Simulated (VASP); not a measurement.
# CrO2 (P-3m1) in VASP: notebook, part 2 of 2

VASP 6.6.1.

### 3 Single point, PBE+D3(BJ)

INCAR

```
PREC = Accurate
ENCUT = 520
EDIFF = 1E-6
ISMEAR = 0
SIGMA = 0.01
LREAL = F
LASPH = T
NELM = 80
ALGO = Normal
ISIF = 2
LWAVE = F
LCHARG = F
GGA = PE
IVDW = 12
NBANDS = 33
```

KPOINTS

```
Automatic mesh
0
Gamma
  18 18 4
```

POSCAR

```
CrO2
1.0
    2.6099056280      0.0000000000      0.0000000000
   -1.3049528140      2.2602445753      0.0000000000
    0.0000000000      0.0000000000      9.9521753118
Cr O
2 4
Direct
    0.6666666667      0.3333333333      0.2500876254
    0.3333333333      0.6666666667      0.7499123746
    0.3333333333      0.6666666667      0.3662143303
    0.6666666667      0.3333333333      0.8660375603
    0.3333333333      0.6666666667      0.1339624397
    0.6666666667      0.3333333333      0.6337856697
```

Potentials or basis: VASP PAW PBE potentials, release 64 (Cr_pv, O).

Run with:

```bash
cat potpaw_PBE.64/Cr_pv/POTCAR potpaw_PBE.64/O/POTCAR > POTCAR
mpirun -np 1 vasp_std > vasp.out
```

OUTCAR:

```text
PREC = Accurate
   ENCUT = 520
   EDIFF = 1E-6
   ISMEAR = 0
   LREAL = F
   LASPH = T
   NELM = 80
   ISIF = 2
   GGA = PE
   IVDW = 12
 IVDW          = 12

 ion  position               nearest neighbor table
   1  0.667  0.333  0.250-   5 1.90   5 1.90   5 1.90   3 1.90   3 1.90   3 1.90
   2  0.333  0.667  0.750-   4 1.90   4 1.90   4 1.90   6 1.90   6 1.90   6 1.90
   3  0.333  0.667  0.366-   1 1.90   1 1.90   1 1.90
   4  0.667  0.333  0.866-   2 1.90   2 1.90   2 1.90
   5  0.333  0.667  0.134-   1 1.90   1 1.90   1 1.90
   6  0.667  0.333  0.634-   2 1.90   2 1.90   2 1.90

  LATTYP: Found a hexagonal cell.
 ALAT       =     2.6099056280
 C/A-ratio  =     3.8132318675

  Lattice vectors:

 A1 = (   2.6099056280,   0.0000000000,   0.0000000000)
 A2 = (  -1.3049528140,   2.2602445753,   0.0000000000)
 A3 = (   0.0000000000,   0.0000000000,   9.9521753118)

Analysis of symmetry for initial positions (statically):
=====================================================================
 Subroutine PRICEL returns:
 Original cell was already a primitive cell.

 Routine SETGRP: Setting up the symmetry group for a
 hexagonal supercell.

 Subroutine GETGRP returns: Found 12 space group operations
 (whereof 12 operations were pure point group operations)
 out of a pool of 24 trial point group operations.

The static configuration has the point symmetry D_3d.

Analysis of symmetry for dynamics (positions and initial velocities):
=====================================================================
 Subroutine PRICEL returns:
 Original cell was already a primitive cell.

 Routine SETGRP: Setting up the symmetry group for a
 hexagonal supercell.

 Subroutine GETGRP returns: Found 12 space group operations
 (whereof 12 operations were pure point group operations)
 out of a pool of 24 trial point group operations.

The dynamic configuration has the point symmetry D_3d.

 Subroutine INISYM returns: Found 12 space group operations
 (whereof 12 operations are pure point group operations),
 and found     1 'primitive' translations

[... 126 lines left out ...]
   LORBIT       =      0    0 simple, 1 ext, 2 COOP (PROOUT), +10 PAW based schemes
   GGA     = PE    functional components
   LHFCALC =     F    Hartree Fock is set to
   AEXX    =    0.0000 exact exchange contribution
   IVDW    =    12    specifies the selected vdW correction
   LEPSILON=     F    determine dielectric tensor
   LRPA    =     F    only Hartree local field effects (RPA)
 non-spin polarized calculation
 Gauss-broadening in eV      SIGMA  =   0.01
  energy-cutoff  :      520.00
  volume of cell :       58.71
 maximum number of plane-waves:      1617
   NGX =  9   NGY =  9   NGZ = 37

 number of electron      48.0000035 magnetization

 Free energy of the ion-electron system (eV)
  ---------------------------------------------------
  ext. energy  EPLUGINS =         0.00000000
  ---------------------------------------------------
  free energy    TOTEN  =       -49.21774681 eV

  energy without entropy =      -49.21774681  energy(sigma->0) =      -49.21774681

 E-fermi :   5.5351     XC(G=0): -11.5240

 val. band max:        5.4246337445   @ k =   0.0000   0.0000   0.0000
 cond. band min:       5.5777386730   @ k =   0.3333   0.3333   0.0000
 fundamental gap:      0.1531049285
 Fermi energy:         5.5350924913

 k-point     1 :       0.0000    0.0000    0.0000
  band No.  band energies     occupation
      1     -39.1935      2.00000
      2     -39.1934      2.00000
      3     -38.9672      2.00000
      4     -38.9672      2.00000
      5     -38.9672      2.00000
      6     -38.9672      2.00000
[... 853 lines left out ...]
     32       8.3974      0.00000
     33      10.9497      0.00000

 [... further k-points ...]

------------------------ aborting loop because EDIFF is reached ----------------------------------------

 Edisp (eV)   -1.06821

 E8    (eV) :    -0.3787

  FORCE on cell =-STRESS in cart. coord.  units (eV):
  Direction    XX          YY          ZZ          XY          YZ          ZX
  --------------------------------------------------------------------------------------
  -------------------------------------------------------------------------------------
  Total       0.39817     0.39817     0.41870     0.00000    -0.00000     0.00000
  in kB      10.86624    10.86624    11.42663     0.00000    -0.00000     0.00000
  external pressure =       11.05 kB  Pullay stress =        0.00 kB

 VOLUME and BASIS-vectors are now :
 -----------------------------------------------------------------------------
  energy-cutoff  :      520.00
  volume of cell :       58.71
      direct lattice vectors                 reciprocal lattice vectors
     2.609905628  0.000000000  0.000000000     0.383155617  0.221214998  0.000000000
    -1.304952814  2.260244575  0.000000000     0.000000000  0.442429997  0.000000000
     0.000000000  0.000000000  9.952175312     0.000000000  0.000000000  0.100480545

 POSITION                                       TOTAL-FORCE (eV/Angst)
 -----------------------------------------------------------------------------------
      1.30495      0.75341      2.48892        -0.000000      0.000000      0.000112
     -0.00000      1.50683      7.46326         0.000000     -0.000000     -0.000112
     -0.00000      1.50683      3.64463         0.000000     -0.000000      0.121858
      1.30495      0.75341      8.61896        -0.000000     -0.000000      0.123358
     -0.00000      1.50683      1.33322         0.000000      0.000000     -0.123358
      1.30495      0.75341      6.30755        -0.000000      0.000000     -0.121858
 -----------------------------------------------------------------------------------
    total drift:                                0.000000      0.000000      0.000000

  FREE ENERGIE OF THE ION-ELECTRON SYSTEM (eV)
  ---------------------------------------------------
  free  energy   TOTEN  =       -50.2859540421 eV

  energy  without entropy=      -50.2859540421  energy(sigma->0) =      -50.28595404
```

OSZICAR:

```text
N       E                     dE             d eps       ncg     rms          rms(c)
DAV:   1     0.600815376292E+03    0.60082E+03   -0.27331E+04  9388   0.166E+03
DAV:   2    -0.129973485013E+02   -0.61381E+03   -0.55750E+03 10497   0.487E+02
DAV:   3    -0.637657917019E+02   -0.50768E+02   -0.49794E+02  9371   0.154E+02
DAV:   4    -0.647642221237E+02   -0.99843E+00   -0.99564E+00 10045   0.215E+01
DAV:   5    -0.647903249489E+02   -0.26103E-01   -0.26092E-01 11534   0.321E+00    0.435E+01
DAV:   6    -0.711580319372E+02   -0.63677E+01   -0.84524E+01 10991   0.112E+02    0.578E+01
DAV:   7    -0.522546653641E+02    0.18903E+02   -0.79507E+01 10604   0.122E+02    0.170E+01
DAV:   8    -0.493836348697E+02    0.28710E+01   -0.92804E+00 10107   0.280E+01    0.609E+00
DAV:   9    -0.493129092694E+02    0.70726E-01   -0.10373E+00  9449   0.579E+00    0.345E+00
DAV:  10    -0.492350105335E+02    0.77899E-01   -0.63651E-02 11106   0.293E+00    0.193E+00
DAV:  11    -0.492181020548E+02    0.16908E-01   -0.43250E-02  9311   0.210E+00    0.373E-01
DAV:  12    -0.492195176091E+02   -0.14156E-02   -0.59849E-03 12918   0.971E-01    0.452E-01
DAV:  13    -0.492177498644E+02    0.17677E-02   -0.37709E-03  9624   0.820E-01    0.228E-01
DAV:  14    -0.492177694798E+02   -0.19615E-04   -0.72600E-04  9387   0.143E-01    0.438E-02
DAV:  15    -0.492177601469E+02    0.93329E-05   -0.87818E-05 11262   0.124E-01    0.486E-02
DAV:  16    -0.492177598976E+02    0.24931E-06   -0.13151E-05 10078   0.250E-02    0.389E-02
DAV:  17    -0.492177472055E+02    0.12692E-04   -0.14748E-05 10601   0.482E-02    0.123E-02
DAV:  18    -0.492177468081E+02    0.39746E-06   -0.15282E-06  6500   0.112E-02
   1 F= -.50285954E+02 E0= -.50285954E+02  d E =-.871552E-12
```

It took 8.3 min on 1 thread of Intel Xeon 8259CL, shared host; peak memory 0.33 GiB.

What came out:

```yaml
Free_energy: -50.2860 eV
Pressure: 1.1 GPa
Largest_force: 0.123 eV/Å
Band_gap_on_the_k_mesh: 0.15 eV, indirect (least direct gap 1.38 eV)
Dispersion_energy_per_atom: -0.178 eV
```

Forces in eV/Å, atoms in the order of the input:
```
Cr   0.000  0.000  0.000
Cr   0.000  0.000  0.000
O    0.000  0.000  0.122
O    0.000  0.000  0.123
O    0.000  0.000 -0.123
O    0.000  0.000 -0.122
```

Levels at points of the mesh, in eV from the valence-band top:
```
           k point  band 22  band 23  band 24  band 25  band 26  band 27
(0.00, 0.00, 0.00)    -2.08    -0.49     0.00     1.38     1.38     1.42
(0.50, 0.00, 0.00)    -2.88    -1.44    -1.33     0.78     0.80     1.04
(0.00, 0.00, 0.50)    -2.85    -0.18    -0.18     1.40     1.40     1.40
(0.50, 0.00, 0.50)    -2.91    -1.38    -1.38     0.79     0.79     1.07
```

A k mesh can miss the band edges. Spin polarisation is off, so any magnetic state and its effect on volume and gap are missing.
